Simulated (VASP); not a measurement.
Wanted: the native input for a VASP 6.6.1 run.

| Quantity | Value |
| --- | --- |
| Task | single point |
| Functional | PBE |
| Potentials or basis | VASP PAW PBE potentials, release 64 (Ba_sv, Al, B) |
| Cutoff | 520 eV |
| k mesh | 15 × 15 × 4 |
| Occupations | gaussian, width 0.1 eV |
| Spin | no spin polarisation |
| Dipole correction | no |
| Further INCAR settings | ALGO = Normal; EDIFF = 1e-06; NBANDS = 23 |

The structure of BaAl2B4 lies in POSCAR:

```
BaAl2B4
1.0
    3.1811114616      0.0000000000      0.0000000000
   -1.5905557308      2.7549233380      0.0000000000
    0.0000000000      0.0000000000     10.3028821218
Ba Al B
1 2 4
Direct
    0.0000000000      0.0000000000      0.0000000000
    0.0000000000      0.0000000000      0.6248637370
    0.0000000000      0.0000000000      0.3751362630
    0.3333333333      0.6666666667      0.7589203758
    0.6666666667      0.3333333333      0.7589203758
    0.6666666667      0.3333333333      0.2410796242
    0.3333333333      0.6666666667      0.2410796242
```

The cell was generated, and may not be a known phase.

These files were run (other wordings do the same):

INCAR

```
SYSTEM = BaAl2B4
ALGO = Normal
EDIFF = 1E-6
ENCUT = 520
GGA = PE
ISIF = 2
ISMEAR = 0
LASPH = .True.
LCHARG = .True.
LELF = .True.
LREAL = .False.
LVHAR = .True.
LWAVE = .False.
NBANDS = 23
NELM = 60
PREC = Accurate
SIGMA = 0.1
```

KPOINTS

```
k-points
0
Gamma
  15 15 4
  0 0 0
```

Potentials or basis: VASP PAW PBE potentials, release 64 (Ba_sv, Al, B).

Run with:

```bash
$ cat potpaw_PBE.64/Ba_sv/POTCAR potpaw_PBE.64/Al/POTCAR potpaw_PBE.64/B/POTCAR > POTCAR
$ mpirun -np 1 vasp_std > vasp.out
```

It gave:

```yaml
Pressure: 1.4 GPa
Largest_force: 0.075 eV/Å
Band_gap_on_the_k_mesh: zero (bands 14 and 15 overlap by 3.06 eV)
```

Caveat: spin-orbit coupling is left out, which moves the levels of the heavy elements.

Wall time 60 s on 1 thread of Intel(R) Xeon(R) 6975P-C (Granite Rapids), on a shared host, peak memory 0.31 GiB.
